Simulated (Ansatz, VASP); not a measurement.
GaAs in VASP and in Ansatz

File POSCAR:

```
GaAs
1.0
    0.0000000000      2.8330850947      2.7446928398
    2.8330850947      0.0000000000      2.7446928398
    2.8330850947      2.8330850947      0.0000000000
Ga As
1 1
Direct
    0.0000000000      0.0000000000      0.0000000000
    0.2500000000      0.2500000000      0.2500000000
```

File INCAR.step1:

```
SYSTEM = GaAs
PREC = Accurate
ENCUT = 400
EDIFF = 1E-5
ISMEAR = 0
SIGMA = 0.01
LREAL = .False.
LASPH = .True.
NELM = 120
ALGO = Normal
ISIF = 2
LWAVE = .True.
GGA = PE
NBANDS = 16
GGA_COMPAT = .False.
```

Contents of INCAR.step2:

```
SYSTEM = GaAs
PREC = Accurate
ENCUT = 400
EDIFF = 1E-6
ISMEAR = 0
SIGMA = 0.01
LREAL = .False.
LASPH = .True.
NELM = 120
ALGO = Normal
ISIF = 2
LWAVE = .False.
LCHARG = .True.
GGA = PE
LHFCALC = .True.
HFSCREEN = 0.2079
PRECFOCK = Normal
LELF = .True.
LVHAR = .True.
ISTART = 1
NBANDS = 16
GGA_COMPAT = .False.
```

Contents of KPOINTS:

```
Automatic mesh
0
Gamma
  6 6 6
  0 0 0
```

Input for Ansatz:

```yaml
crystal:
  lattice:
    - [0.0, 2.8330850947, 2.7446928398]
    - [2.8330850947, 0.0, 2.7446928398]
    - [2.8330850947, 2.8330850947, 0.0]
  atoms:
    - { symbol: Ga, position: [0.0, 0.0, 0.0] }
    - { symbol: As, position: [0.25, 0.25, 0.25] }
kpoints:
  mp_grid: { grid: [6, 6, 6] }
  band_path:
    path:
      - [0.0, 0.0, 0.0]
      - [-0.5, -0.5, 0.0]
      - [-0.375, -0.375, 0.25]
      - [-0.375, 0.0, 0.375]
      - [0.0, 0.0, 0.5]
      - [-0.5, -0.25, 0.25]
    npoints: 1
hamiltonian:
  xc: hse06
scf:
  occupations: { method: fixed }
  n_extra_bands: 4
output:
  forces: true
  stress: true
  eigenvalues: true
```

Change from the starting cell: uniaxial_z strain -3.1%.

Alike in both runs: task single point; functional HSE06; k mesh 6 × 6 × 6; no spin polarisation.

|  | VASP | Ansatz |
| --- | --- | --- |
| version | VASP 6.6.1 | Ansatz 0.2.0 |
| potentials or method | VASP PAW PBE potentials, release 64 (Ga_d, As) | plane waves, PAW |
| plane-wave cutoff (eV) | 400 | 420 |
| occupations | gaussian, width 0.01 eV | fixed |
| valence electrons in the cell | 18 | 28 |

```tsv
	VASP	Ansatz	Ansatz less VASP
gap on the k mesh at the Fermi level (eV)	1.50	1.50	+0.002
```

VASP's potentials hold 18 valence electrons a cell and Ansatz's 28, so a difference there can come from the potentials and not from the codes. Ansatz's warnings: stress exchange threshold loose, stress scf threshold loose.
